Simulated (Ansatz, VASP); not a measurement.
One calculation of Al2Cu, two programs

Contents of INCAR:

```
SYSTEM = Al2Cu
PREC = Accurate
ENCUT = 520
EDIFF = 1E-7
ISMEAR = 0
SIGMA = 0.1
LREAL = .False.
LASPH = .True.
NELM = 100
ALGO = Normal
ISIF = 2
LWAVE = .False.
LCHARG = .True.
LELF = .True.
LVHAR = .True.
NBANDS = 16
```

The input KPOINTS:

```
Automatic mesh
0
Gamma
  10 10 14
  0 0 0
```

POSCAR

```
Al2Cu
1.0
    4.1051820000      0.0000000000      0.0000000000
    0.0000000000      4.1051820000      0.0000000000
    0.0000000000      0.0000000000      2.8913130000
Al Cu
2 1
Direct
    0.5000000000      0.0000000000      0.5000000000
    0.0000000000      0.5000000000      0.5000000000
    0.0000000000      0.0000000000      0.0000000000
```

Input for Ansatz:

```yaml
crystal:
  lattice:
    - [4.105182, 0.0, 0.0]
    - [0.0, 4.105182, 0.0]
    - [0.0, 0.0, 2.891313]
  atoms:
    - { symbol: Al, position: [0.5, 0.0, 0.5] }
    - { symbol: Al, position: [0.0, 0.5, 0.5] }
    - { symbol: Cu, position: [0.0, 0.0, 0.0] }
basis:
  ecutwfc: 420
kpoints:
  mp_grid: { grid: [10, 10, 14] }
hamiltonian:
  xc: lda
scf:
  occupations: { method: gaussian, width: 0.1 }
output:
  forces: true
  stress: true
  eigenvalues: true
```

Alike in both runs: task single point; functional LDA; k mesh 10 × 10 × 14; occupations gaussian, width 0.1 eV; no spin polarisation.

|  | VASP | Ansatz |
| --- | --- | --- |
| version | VASP 6.6.1 | Ansatz 0.2.0 |
| potentials or method | VASP PAW LDA potentials, release 64 (Al, Cu), cutoff 520 eV | scalar-relativistic, plane waves, PAW |
| valence electrons in the cell | 17 | 25 |

Ansatz gave:

* gap on the k mesh at the Fermi level (eV): none
* pressure (GPa): -5.1
* traceless stress, the component that is largest in VASP (GPa): -0.62

Q: What did VASP give for the same quantities?

A: gap on the k mesh at the Fermi level (eV): none; pressure (GPa): -4.9; traceless stress, the component that is largest in VASP (GPa): -0.60.

LDA's correlation is that of Perdew and Zunger in VASP and of Perdew and Wang (1992) in Ansatz. A gap of «none» marks a metal or a gap that the smearing closes. VASP's potentials hold 17 valence electrons a cell and Ansatz's 25, so a difference there can come from the potentials and not from the codes.
